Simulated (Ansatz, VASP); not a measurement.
## Sb in VASP and in Ansatz

```
CELL_PARAMETERS angstrom
2.14560 1.23876 3.65874
-2.14560 1.23876 3.65874
0.00000 -2.47753 3.65874
ATOMIC_POSITIONS crystal
Sb 0.23594 0.23594 0.23594
Sb 0.76406 0.76406 0.76406
```

Alike in both runs: task single point; functional LDA; k mesh 9 × 9 × 9; occupations methfessel-paxton of order 1, width 1 eV; no spin polarisation.

|  | VASP | Ansatz |
| --- | --- | --- |
| version | VASP 6.6.1 | Ansatz 0.2.0 |
| potentials or method | VASP PAW LDA potentials, release 64 (Sb), cutoff 520 eV | plane waves (420 eV) with PAW, scalar-relativistic |
| valence electrons in the cell | 10 | 30 |

Ansatz gave:

* pressure (GPa): -0.3
* traceless stress, the component that is largest in VASP (GPa): 0.15

Task: Estimate VASP's values.

Result: Pressure (GPa): 0.0; traceless stress, the component that is largest in VASP (GPa): 0.09.

Ansatz warns that its potentials were made for another functional, while VASP's fit it. LDA's correlation is that of Perdew and Zunger in VASP and of Perdew and Wang (1992) in Ansatz. VASP's potentials hold 10 valence electrons a cell and Ansatz's 30, so a difference there can come from the potentials and not from the codes.

Neither program's run includes spin-orbit coupling.
